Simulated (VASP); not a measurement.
# Si8O in VASP: notebook

Si8O is run at these levels: PBE+D3(BJ); tasks: single point.

All numbers are computed with VASP 6.6.1; they aren't measurements. Logs are shortened: lines on timing, memory, paths and dates and some standing lists are left out, and cuts for length are marked.

### 1 The cell of the first run

The cell holds a slab with vacuum, 9 atoms: a = 3.816 Å, b = 6.313 Å, c = 21.332 Å, α = 90.00°, β = 90.00°, γ = 90.00°.

### 2 Single point, PBE+D3(BJ), collinear spin, ferromagnetic start

The input, INCAR:

```
  PREC = Accurate
  ENCUT = 520
  EDIFF = 1E-6
  ISMEAR = 0
  SIGMA = 0.05
  LREAL = False
  LASPH = True
  NELM = 150
  ALGO = Normal
  ISIF = 2
  LWAVE = False
  LCHARG = True
  ISPIN = 2
  MAGMOM = 0 0 0 0 0 0 0 0 2
  LORBIT = 11
  LDIPOL = True
  IDIPOL = 3
  DIPOL = 0.5 0.5 0.311
  GGA = PE
  IVDW = 12
  LELF = True
  LVHAR = True
  LVACPOTAV = True
  NBANDS = 33
```

The input, KPOINTS:

```
regular mesh
0
Gamma
  7 4 1
```

The input, POSCAR:

```
Si8O
1.0
    3.8155170209      0.0000000000      0.0000000000
    0.0000000000      6.3129357835      0.0000000000
    0.0000000000      0.0000000000     21.3318711348
Si O
8 1
Direct
    0.0000000000      0.9369021389      0.1875128522
    0.0000000000      0.5630978611      0.1875128522
    0.5000000000      0.4369021389      0.2391466205
    0.5000000000      0.0630978611      0.2391466205
    0.5000000000      0.9332664455      0.3430438269
    0.5000000000      0.5667335545      0.3430438269
    0.0000000000      0.4266292811      0.3858954089
    0.0000000000      0.0733707189      0.3858954089
    0.0000000000      0.4266292811      0.4890274777
```

Potentials or basis: VASP PAW PBE potentials, release 64 (Si, O).

Launch:

```sh
$ cat potpaw_PBE.64/Si/POTCAR potpaw_PBE.64/O/POTCAR > POTCAR
$ mpirun -np 1 vasp_std > vasp.out
```

OUTCAR:

```text
PREC = Accurate
   ENCUT = 520
   EDIFF = 1E-6
   ISMEAR = 0
   LREAL = False
   LASPH = True
   NELM = 150
   ISIF = 2
   ISPIN = 2
   LORBIT = 11
   GGA = PE
   IVDW = 12
 IVDW          = 12

 ion  position               nearest neighbor table
   1  0.000  0.937  0.188-   4 2.34   4 2.34   2 2.36
   2  0.000  0.563  0.188-   3 2.34   3 2.34   1 2.36
   3  0.500  0.437  0.239-   2 2.34   2 2.34   4 2.36   6 2.36
   4  0.500  0.063  0.239-   1 2.34   1 2.34   3 2.36   5 2.36
   5  0.500  0.933  0.343-   8 2.29   8 2.29   6 2.31   4 2.36
   6  0.500  0.567  0.343-   7 2.29   7 2.29   5 2.31   3 2.36
   7  0.000  0.427  0.386-   9 2.20   8 2.23   6 2.29   6 2.29
   8  0.000  0.073  0.386-   7 2.23   5 2.29   5 2.29
   9  0.000  0.427  0.489-   7 2.20

  LATTYP: Found a simple orthorhombic cell.
 ALAT       =     3.8155170209
 B/A-ratio  =     1.6545426869
 C/A-ratio  =     5.5908205934

  Lattice vectors:

 A1 = (   3.8155170209,   0.0000000000,   0.0000000000)
 A2 = (   0.0000000000,   6.3129357835,   0.0000000000)
 A3 = (   0.0000000000,   0.0000000000,  21.3318711348)

Analysis of symmetry for initial positions (statically):
=====================================================================
 Subroutine PRICEL returns:
 Original cell was already a primitive cell.

 Routine SETGRP: Setting up the symmetry group for a
 simple orthorhombic supercell.

 Subroutine GETGRP returns: Found  2 space group operations
 (whereof  2 operations were pure point group operations)
 out of a pool of  8 trial point group operations.

The static configuration has the point symmetry C_1h.

Analysis of symmetry for dynamics (positions and initial velocities):
=====================================================================
 Subroutine PRICEL returns:
 Original cell was already a primitive cell.

 Routine SETGRP: Setting up the symmetry group for a
 simple orthorhombic supercell.

 Subroutine GETGRP returns: Found  2 space group operations
 (whereof  2 operations were pure point group operations)
 out of a pool of  8 trial point group operations.

The dynamic configuration has the point symmetry C_1h.

Analysis of structural, dynamic, and magnetic symmetry:
=====================================================================
 Subroutine PRICEL returns:
 Original cell was already a primitive cell.

 Routine SETGRP: Setting up the symmetry group for a
 simple orthorhombic supercell.

 Subroutine GETGRP returns: Found  2 space group operations
 (whereof  2 operations were pure point group operations)
 out of a pool of  8 trial point group operations.

The overall configuration has the point symmetry C_1h.

 Subroutine INISYM returns: Found  2 space group operations
 (whereof  2 operations are pure point group operations),
 and found     1 'primitive' translations

----------------------------------------------------------------------------------------

                                     Primitive cell

  volume of cell :     513.8232

  direct lattice vectors                    reciprocal lattice vectors
     3.815517021  0.000000000  0.000000000     0.262087679  0.000000000  0.000000000
     0.000000000  6.312935784  0.000000000     0.000000000  0.158404906  0.000000000
     0.000000000  0.000000000 21.331871135     0.000000000  0.000000000  0.046878213

  length of vectors
     3.815517021  6.312935784 21.331871135     0.262087679  0.158404906  0.046878213

  position of ions in fractional coordinates (direct lattice)
     0.000000000  0.936902139  0.187512852
     0.000000000  0.563097861  0.187512852
     0.500000000  0.436902139  0.239146621
     0.500000000  0.063097861  0.239146621
     0.500000000  0.933266446  0.343043827
     0.500000000  0.566733554  0.343043827
     0.000000000  0.426629281  0.385895409
     0.000000000  0.073370719  0.385895409
     0.000000000  0.426629281  0.489027478

  ion indices of the primitive-cell ions
   primitive index   ion index
                 1           1
                 2           2
                 3           3
                 4           4
                 5           5
                 6           6
                 7           7
[... 54 lines left out ...]
   ICHARG =      2    charge: 1-file 2-atom 10-const
   ISPIN  =      2    spin polarized calculation?
   LNONCOLLINEAR =      F non collinear calculations
   LSORBIT =      F    spin-orbit coupling
   LASPH  =      T    aspherical Exc in radial PAW
   ENCUT  =  520.0 eV  38.22 Ry    6.18 a.u.   7.09 11.74 39.66*2*pi/ulx,y,z
   NELM   =    150;   NELMIN=  2; NELMDL= -5     # of ELM steps
   EDIFF  = 0.1E-05   stopping-criterion for ELM
   LREAL  =      F    real-space projection
   EDIFFG = 0.1E-04   stopping-criterion for IOM
   NSW    =      0    number of steps for IOM
   IBRION =     -1    ionic relax: 0-MD 1-quasi-New 2-CG
   NFREE  =      0    steps in history (QN), initial steepest desc. (CG)
   ISIF   =      2    stress and relaxation
   ISYM   =      2    0-nonsym 1-usesym 2-fastsym
   POTIM  = 0.5000    time-step for ionic-motion
   TEBEG  =    0.0;   TEEND  =   0.0 temperature during run
   PSTRESS=    0.0 pullay stress
   NELECT =      38.0000    total number of electrons
   NUPDOWN=      -1.0000    fix difference up-down
   EMIN   =  10.00;   EMAX   =-10.00  energy-range for DOS
   EFERMI =   0.00;   METHOD = LEGACY
   ISMEAR =     0;   SIGMA  =   0.05  broadening in eV -4-tet -1-fermi 0-gaus
   EFERMI_NEDOS =   21; number of points for ismear=-14 and -15
   IALGO  =     38    algorithm
   IMIX   =      4    mixing-type and parameters
     AMIX     =   0.40;   BMIX     =  1.00
     AMIX_MAG =   1.60;   BMIX_MAG =  1.00
  volume/ion in A,a.u.               =      57.09       385.27
  Fermi-wavevector in a.u.,A,eV,Ry     =   0.687171  1.298565  6.424724  0.472204
  Thomas-Fermi vector in A             =   1.767609
   LORBIT       =     11    0 simple, 1 ext, 2 COOP (PROOUT), +10 PAW based schemes
   GGA     = PE    functional components
   LHFCALC =     F    Hartree Fock is set to
   AEXX    =    0.0000 exact exchange contribution
   IVDW    =    12    specifies the selected vdW correction
   LEPSILON=     F    determine dielectric tensor
   LRPA    =     F    only Hartree local field effects (RPA)
 spin polarized calculation
 Gauss-broadening in eV      SIGMA  =   0.05
  energy-cutoff  :      520.00
  volume of cell :      513.82
 maximum number of plane-waves:     13860
   NGX = 15   NGY = 23   NGZ = 79

 dipolmoment           0.000000      0.000000     -0.098967 electrons x Angstroem

 number of electron      37.9999999 magnetization       0.0157678

 number of electron      38.0000000 magnetization      -0.7646332

 dipolmoment           0.000000      0.000000      0.332618 electrons x Angstroem

 Free energy of the ion-electron system (eV)
  ---------------------------------------------------
  ext. energy  EPLUGINS =         0.00000000
  ---------------------------------------------------
  free energy    TOTEN  =       -43.70475858 eV

  energy without entropy =      -43.70109579  energy(sigma->0) =      -43.70292719

 E-fermi :  -2.2609     XC(G=0):  -3.8410

 val. band max:       -2.2773156948   @ k =   0.1429   0.5000   0.0000
 cond. band min:      -2.2331962558   @ k =   0.1429   0.0000   0.0000
 fundamental gap:      0.0441194390
 Fermi energy:        -2.2609342004

 spin component 1

 k-point     1 :       0.0000    0.0000    0.0000
  band No.  band energies     occupation
      1     -17.4892      1.00000
      2     -13.8830      1.00000
      3     -12.5444      1.00000
      4     -11.5289      1.00000
      5     -10.1136      1.00000
      6      -9.4576      1.00000
[... 397 lines left out ...]
     30       2.7855      0.00000
     31       2.9815      0.00000
 Fermi energy:        -2.2609342004

 spin component 2

 k-point     1 :       0.0000    0.0000    0.0000
  band No.  band energies     occupation
      1     -18.9565      1.00000
      2     -13.8740      1.00000
      3     -12.5391      1.00000
      4     -11.5202      1.00000
      5     -10.1077      1.00000
      6      -9.4447      1.00000
[... 397 lines left out ...]
     30       2.8293      0.00000
     31       2.9890      0.00000
 [bands above 31 left out]

------------------------ aborting loop because EDIFF is reached ----------------------------------------

 Edisp (eV)   -2.10086

 E8    (eV) :    -0.9028

  FORCE on cell =-STRESS in cart. coord.  units (eV):
  Direction    XX          YY          ZZ          XY          YZ          ZX
  --------------------------------------------------------------------------------------
  -------------------------------------------------------------------------------------
  Total       1.71196     0.54250    -8.78925     0.00000    -0.80211     0.00000
  in kB       5.33815     1.69158   -27.40618     0.00000    -2.50109     0.00000
  external pressure =       -6.79 kB  Pullay stress =        0.00 kB

 VOLUME and BASIS-vectors are now :
 -----------------------------------------------------------------------------
  energy-cutoff  :      520.00
  volume of cell :      513.82
      direct lattice vectors                 reciprocal lattice vectors
     3.815517021  0.000000000  0.000000000     0.262087679  0.000000000  0.000000000
     0.000000000  6.312935784  0.000000000     0.000000000  0.158404906  0.000000000
     0.000000000  0.000000000 21.331871135     0.000000000  0.000000000  0.046878213

 POSITION                                       TOTAL-FORCE (eV/Angst)
 -----------------------------------------------------------------------------------
      0.00000      5.91460      4.00000         0.000000     -0.704334      0.484656
      0.00000      3.55480      4.00000         0.000000      0.715101      0.560284
      1.90776      2.75814      5.10144         0.000000      0.053101     -0.486668
      1.90776      0.39833      5.10144         0.000000      0.028443     -0.647474
      1.90776      5.89165      7.31777         0.000000     -0.155445      0.153298
      1.90776      3.57775      7.31777         0.000000      0.178868     -0.297906
      0.00000      2.69328      8.23187         0.000000      0.561395      3.710490
      0.00000      0.46318      8.23187         0.000000     -0.458904      0.168518
      0.00000      2.69328     10.43187         0.000000     -0.218226     -3.645199
 -----------------------------------------------------------------------------------
    total drift:                               -0.000000     -0.000079      0.000206

  FREE ENERGIE OF THE ION-ELECTRON SYSTEM (eV)
  ---------------------------------------------------
  free  energy   TOTEN  =       -45.8056226012 eV

  energy  without entropy=      -45.8019598157  energy(sigma->0) =      -45.80379121

 vacuum level on the upper side and lower side of the slab         5.085         2.586

 total charge

# of ion       s       p       d       tot
------------------------------------------
    1        0.792   0.849   0.000   1.642
    2        0.790   0.852   0.000   1.642
    3        0.757   0.915   0.000   1.672
    4        0.764   0.901   0.000   1.666
    5        0.761   0.945   0.000   1.706
    6        0.760   0.959   0.000   1.719
    7        0.757   0.874   0.000   1.631
    8        0.796   0.886   0.000   1.682
    9        1.611   3.055   0.000   4.665
--------------------------------------------------
tot          7.788  10.237   0.000  18.025

 magnetization (x)

# of ion       s       p       d       tot
------------------------------------------
    1        0.002   0.022   0.000   0.024
    2       -0.005  -0.024   0.000  -0.029
    3        0.000  -0.000   0.000  -0.000
    4        0.001   0.006   0.000   0.007
    5        0.000  -0.002   0.000  -0.002
    6        0.002  -0.010   0.000  -0.008
    7        0.003   0.019   0.000   0.022
    8       -0.001   0.040   0.000   0.039
    9       -0.007  -0.754   0.000  -0.761
--------------------------------------------------
tot         -0.005  -0.704   0.000  -0.708
```

Run time: 32 min. Hardware: 1 thread of AMD EPYC 7R43 (Zen 3), shared host; peak memory 0.79 GiB.

What came out:

```
Free energy                                           : -45.8056 eV
Largest force                                         : 3.753 eV/Å
Net moment                                            : -0.76 μB per cell
Site moments                                          : Si +0.02, -0.03, -0.00, +0.01, -0.01, +0.04; O -0.76 μB
Valence electrons inside the program's atomic spheres : Si 1.64, 1.67, 1.71, 1.72, 1.63, 1.68; O 4.67
Dispersion energy per atom                            : -0.233 eV
```

Forces in eV/Å, atoms in the order of the input:
```
Si   0.000 -0.704  0.485
Si   0.000  0.715  0.560
Si   0.000  0.053 -0.487
Si   0.000  0.028 -0.647
Si   0.000 -0.155  0.153
Si   0.000  0.179 -0.298
Si   0.000  0.561  3.710
Si   0.000 -0.459  0.169
O    0.000 -0.218 -3.645
```

### 3 Single point, PBE+D3(BJ), collinear spin, ferromagnetic start

The input, INCAR:

```
SYSTEM = Si8O
ALGO = Normal
DIPOL = 0.5 0.5 0.311
EDIFF = 1E-6
ENCUT = 520
GGA = PE
IDIPOL = 3
ISIF = 2
ISMEAR = 0
ISPIN = 2
IVDW = 12
LASPH = .True.
LCHARG = .False.
LDIPOL = .True.
LORBIT = 11
LREAL = .False.
LWAVE = .False.
MAGMOM = 0 0 0 0 0 0 0 0 2
NBANDS = 33
NELM = 150
PREC = Accurate
SIGMA = 0.05
```

The input, KPOINTS:

```
k-points
0
Gamma
  7 4 1
  0 0 0
```

POSCAR: that of step 2 with these lines changed.

```diff
@@ -16,2 +16,2 @@
     0.0000000000      0.0733707189      0.3858954089
-    0.0000000000      0.4266292811      0.4890274777
+    0.0000000000      0.9266292811      0.4890274777
```

Potentials or basis: VASP PAW PBE potentials, release 64 (Si, O).

Launch:

```sh
$ cat potpaw_PBE.64/Si/POTCAR potpaw_PBE.64/O/POTCAR > POTCAR
$ mpirun -np 1 vasp_std > vasp.out
```

It took 24 min on 1 thread of AMD EPYC 7R43 (Zen 3), shared host; peak memory 0.78 GiB.

Results (log left out):

* Free energy: -45.0526 eV
* Largest force: 3.671 eV/Å
* Net moment: 0.05 μB per cell
* Site moments: Si +0.01, -0.02, -0.00, +0.04, +0.00; O -0.08 μB
* Valence electrons inside the program's atomic spheres: Si 1.64, 1.67, 1.71, 1.70, 1.69, 1.63; O 4.64
* Dispersion energy per atom: -0.239 eV

Forces on the atoms (eV/Å):
```
Si   0.000 -0.710  0.555
Si   0.000  0.719  0.479
Si   0.000 -0.048 -0.696
Si   0.000 -0.044 -0.527
Si   0.000 -0.038 -0.364
Si   0.000  0.036  0.124
Si   0.000  0.955  0.223
Si   0.000 -1.891  3.146
O    0.000  1.022 -2.940
```

Levels at points of the mesh, in eV from the Fermi level:
Spin up:
```csv
k point,band 17,band 18,band 19,band 20,band 21,band 22
"(0.00, 0.00, 0.00)",-0.65,-0.03,0.03,0.27,0.81,1.55
"(0.00, 0.50, 0.00)",-0.99,-0.66,-0.18,-0.03,0.90,1.56
```
Spin down:
| k point | band 15 | band 16 | band 17 | band 18 | band 19 | band 20 | band 21 | band 22 | band 23 | band 24 |
| --- | --- | --- | --- | --- | --- | --- | --- | --- | --- | --- |
| (0.00, 0.00, 0.00) | -1.01 | -0.80 | -0.60 | -0.09 | 0.23 | 0.37 | 0.81 | 1.57 | 1.80 | 2.71 |
| (0.00, 0.50, 0.00) | -1.38 | -1.04 | -0.98 | -0.82 | -0.12 | 0.19 | 0.90 | 1.58 | 2.06 | 2.27 |
